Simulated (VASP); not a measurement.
Here is a VASP 6.6.1 calculation.

File INCAR:

```
PREC = Accurate
ENCUT = 820
EDIFF = 1E-6
ISMEAR = 0
SIGMA = 0.05
LREAL = F
LASPH = T
NELM = 120
ALGO = Normal
ISIF = 2
LWAVE = F
LCHARG = T
GGA = PS
LELF = T
LVHAR = T
NBANDS = 42
GGA_COMPAT = F
```

KPOINTS

```
Automatic mesh
0
Gamma
  8 8 8
```

Contents of POSCAR:

```
BaCu3
1.0
    4.3573061931      0.0000000000      0.0000000000
    0.0000000000      4.3573061931      0.0000000000
    0.0000000000      0.0000000000      4.3573061931
Ba Cu
1 3
Direct
    0.0000000000      0.0000000000      0.0000000000
    0.0000000000      0.5000000000      0.5000000000
    0.5000000000      0.5000000000      0.0000000000
    0.5000000000      0.0000000000      0.5000000000
```

Potentials or basis: VASP PAW PBE potentials, release 64 (Ba_sv, Cu_sv_GW).

Launch:

```bash
$ cat potpaw_PBE.64/Ba_sv/POTCAR potpaw_PBE.64/Cu_sv_GW/POTCAR > POTCAR
$ mpirun -np 1 vasp_std > vasp.out
```

(1) Estimate the pressure.

(2) Predict the band gap on the k mesh.

Answers

(1) -1.0 GPa.

(2) zero (an odd number of electrons rules out a gap without spin polarisation).

Caveat: the PAW data sets were made with another functional, which shifts forces and pressure a little; spin-orbit coupling is left out, which moves the levels of the heavy elements.
